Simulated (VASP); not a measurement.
# Ir (Fm-3m) in VASP: settings compared, part 2 of 2

VASP 6.6.1.

**4. Single point, revPBE+U**

File POSCAR:

```
Ir
1.0
    0.0000000000      1.9156000000      1.9156000000
    1.9156000000      0.0000000000      1.9156000000
    1.9156000000      1.9156000000      0.0000000000
Ir
1
Direct
    0.0000000000      0.0000000000      0.0000000000
```

File INCAR.step1:

```
  PREC = Accurate
  ENCUT = 420
  EDIFF = 1E-6
  ISMEAR = -1
  SIGMA = 0.05
  LREAL = False
  LASPH = True
  NELM = 200
  ALGO = Normal
  ISIF = 2
  LWAVE = False
  LCHARG = True
  LMAXMIX = 4
  LDAU = True
  LDAUTYPE = 2
  LDAUL = 2
  LDAUU = 5.3
  LDAUJ = 0
  LDAUPRINT = 1
  GGA = RE
  NBANDS = 14
  GGA_COMPAT = False
  NEDOS = 2001
  LORBIT = 11
```

File KPOINTS.step1:

```
Automatic mesh
0
Gamma
  12 12 12
```

File INCAR.step2:

```
  PREC = Accurate
  ENCUT = 420
  EDIFF = 1E-6
  ISMEAR = -5
  SIGMA = 0.05
  LREAL = False
  LASPH = True
  NELM = 200
  ALGO = Normal
  ISIF = 2
  LWAVE = False
  LCHARG = False
  LMAXMIX = 4
  LDAU = True
  LDAUTYPE = 2
  LDAUL = 2
  LDAUU = 5.3
  LDAUJ = 0
  LDAUPRINT = 1
  GGA = RE
  LORBIT = 10
  NEDOS = 1001
  ICHARG = 11
  GGA_COMPAT = False
```

File KPOINTS.step2:

```
Automatic mesh
0
Gamma
  18 18 18
```

Potentials or basis: VASP PAW PBE potentials, release 64 (Ir_sv_GW).

Command:

```bash
> cat potpaw_PBE.64/Ir_sv_GW/POTCAR > POTCAR
> cp INCAR.step1 INCAR
> cp KPOINTS.step1 KPOINTS
> mpirun -np 1 vasp_std > vasp.out
> cp INCAR.step2 INCAR
> cp KPOINTS.step2 KPOINTS
> mpirun -np 1 vasp_std > vasp.out
```

OUTCAR:

```text
PREC = Accurate
   ENCUT = 420
   EDIFF = 1E-6
   ISMEAR = -5
   LREAL = False
   LASPH = True
   NELM = 200
   ISIF = 2
   GGA = RE
   LORBIT = 10
   ICHARG = 11

 ion  position               nearest neighbor table
   1  0.000  0.000  0.000-

  LATTYP: Found a face centered cubic cell.
 ALAT       =     3.8312000000

  Lattice vectors:

 A1 = (   0.0000000000,   1.9156000000,   1.9156000000)
 A2 = (   1.9156000000,   0.0000000000,   1.9156000000)
 A3 = (   1.9156000000,   1.9156000000,   0.0000000000)

Analysis of symmetry for initial positions (statically):
=====================================================================
 Subroutine PRICEL returns:
 Original cell was already a primitive cell.

 Routine SETGRP: Setting up the symmetry group for a
 face centered cubic supercell.

 Subroutine GETGRP returns: Found 48 space group operations
 (whereof 48 operations were pure point group operations)
 out of a pool of 48 trial point group operations.

The static configuration has the point symmetry O_h .

Analysis of symmetry for dynamics (positions and initial velocities):
=====================================================================
[... 213 lines left out ...]
     11      26.6511      0.00000
     12      32.2635      0.00000
[... 331 lines left out ...]
 k-point    24 :      -0.2222    0.0556    0.0000
  band No.  band energies     occupation
      1     -79.4859      2.00000
      2     -36.4631      2.00000
      3     -36.1498      2.00000
      4     -36.1139      2.00000
      5       4.1464      2.00000
      6       8.2557      2.00000
      7       9.0953      2.00000
      8       9.1809      2.00000
      9      10.8606      2.00000
     10      11.7277      2.04350
     11      26.9511      0.00000
     12      29.5151      0.00000

 [... further k-points ...]

------------------------ aborting loop because EDIFF is reached ----------------------------------------

  FORCE on cell =-STRESS in cart. coord.  units (eV):
  Direction    XX          YY          ZZ          XY          YZ          ZX
  --------------------------------------------------------------------------------------
  -------------------------------------------------------------------------------------
  Total        0.6004044      0.6004044      0.6004044      0.0000000      0.0000000     -0.0000000
  in kB       68.4242359     68.4242359     68.4242359      0.0000000      0.0000000     -0.0000000
  external PRESSURE =      68.4242359 kB  Pullay stress =       0.0000000 kB

 VOLUME and BASIS-vectors are now :
 -----------------------------------------------------------------------------
  energy-cutoff  :      420.00
  volume of cell :       14.06
      direct lattice vectors                 reciprocal lattice vectors
     0.000000000  1.915600000  1.915600000    -0.261014826  0.261014826  0.261014826
     1.915600000  0.000000000  1.915600000     0.261014826 -0.261014826  0.261014826
     1.915600000  1.915600000  0.000000000     0.261014826  0.261014826 -0.261014826

 POSITION                                       TOTAL-FORCE (eV/Angst)
 -----------------------------------------------------------------------------------
      0.00000      0.00000      0.00000         0.000000      0.000000     -0.000000
 -----------------------------------------------------------------------------------
    total drift:                                0.000000     -0.000000     -0.000000

  FREE ENERGIE OF THE ION-ELECTRON SYSTEM (eV)
  ---------------------------------------------------
  free  energy   TOTEN  =        -2.8266580791 eV

  energy  without entropy=       -2.8266580791  energy(sigma->0) =       -2.82665808

 total charge

# of ion       s       p       d       f       tot
--------------------------------------------------
    1        3.906   6.098   6.428   0.023  16.455
```

OSZICAR.step1:

```text
N       E                     dE             d eps       ncg     rms          rms(c)
DAV:   1     0.889421135869E+02    0.88942E+02   -0.10286E+04  2198   0.108E+03
DAV:   2    -0.239697498574E+01   -0.91339E+02   -0.87387E+02  2556   0.334E+02
DAV:   3    -0.341335833176E+01   -0.10164E+01   -0.10152E+01  2184   0.325E+01
DAV:   4    -0.341448257978E+01   -0.11242E-02   -0.11242E-02  2442   0.128E+00
DAV:   5    -0.341448429397E+01   -0.17142E-05   -0.17151E-05  2166   0.453E-02    0.686E+01
DAV:   6    -0.284878577314E+01    0.56570E+00   -0.86824E-01  2046   0.102E+01    0.376E+01
DAV:   7    -0.282731985667E+01    0.21466E-01   -0.35524E-01  2202   0.611E+00    0.599E+00
DAV:   8    -0.282348340137E+01    0.38365E-02   -0.49013E-02  2052   0.280E+00    0.894E-01
DAV:   9    -0.282421785986E+01   -0.73446E-03   -0.74299E-04  2244   0.330E-01    0.222E-01
DAV:  10    -0.282624007328E+01   -0.20222E-02   -0.62365E-04  2190   0.362E-01    0.114E-01
DAV:  11    -0.282642329939E+01   -0.18323E-03   -0.19153E-04  2190   0.162E-01    0.149E-01
DAV:  12    -0.282648610989E+01   -0.62810E-04   -0.34381E-05  2166   0.766E-02    0.513E-03
DAV:  13    -0.282648726274E+01   -0.11529E-05   -0.60221E-06  2128   0.217E-02    0.900E-03
DAV:  14    -0.282648737398E+01   -0.11124E-06   -0.12616E-08  1020   0.141E-03
   1 F= -.28264874E+01 E0= -.28223904E+01  d E =-.819388E-02
```

Run time: 35 s. Hardware: 1 thread of AMD EPYC 7R43 (Zen 3), shared host; peak memory 0.11 GiB.

What came out:

```yaml
Valence_electrons_inside_the_program's_atomic_spheres: Ir 16.45
```

Eigenvalues of the final occupation matrices:
```csv
site,spin,trace,eigenvalues
site 1 d,1,3.25,0.59 0.59 0.59 0.74 0.74
site 1 d,2,3.25,0.59 0.59 0.59 0.74 0.74
```

Caveat: the PAW data sets were made with another functional, which shifts forces and pressure a little; spin-orbit coupling is left out, which moves the levels of the heavy elements; U without spin polarisation on a metal has little footing; the U is typed as a test and isn't derived for this compound.
